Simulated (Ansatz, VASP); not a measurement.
TlPbF3: VASP beside Ansatz

```xyz
5
Lattice="4.8976 0.0000 0.0000 0.0000 4.8976 0.0000 0.0000 0.0000 4.8976" Properties=species:S:1:pos:R:3 pbc="T T T"
Tl    0.0000    0.0000    0.0000
Pb    2.4488    2.4488    2.4488
F     2.4488    2.4488    0.0000
F     2.4488    0.0000    2.4488
F     0.0000    2.4488    2.4488
```

Change from the starting cell: hydrostatic strain +2.5%.

Alike in both runs: task single point; functional PBE; k mesh 6 × 6 × 6; occupations fermi-dirac, width 0.02 eV; no spin polarisation.

```csv
,VASP,Ansatz
version,VASP 6.6.1,Ansatz 0.2.0
potentials or method,"VASP PAW PBE potentials, release 64 (Tl_d, Pb_d, F)","plane waves, PAW"
plane-wave cutoff (eV),520,420
valence electrons in the cell,48,48
```

VASP gave:

| Property | Result |
| --- | --- |
| gap on the k mesh at the Fermi level (eV) | 1.99 |
| pressure (GPa) | -1.2 |

Q: What did Ansatz give for the same quantities?

A: gap on the k mesh at the Fermi level (eV): 1.98; pressure (GPa): -1.0.

The functional is the same, so the differences come from potentials, cutoffs and numerics.

Neither program's run includes spin-orbit coupling.
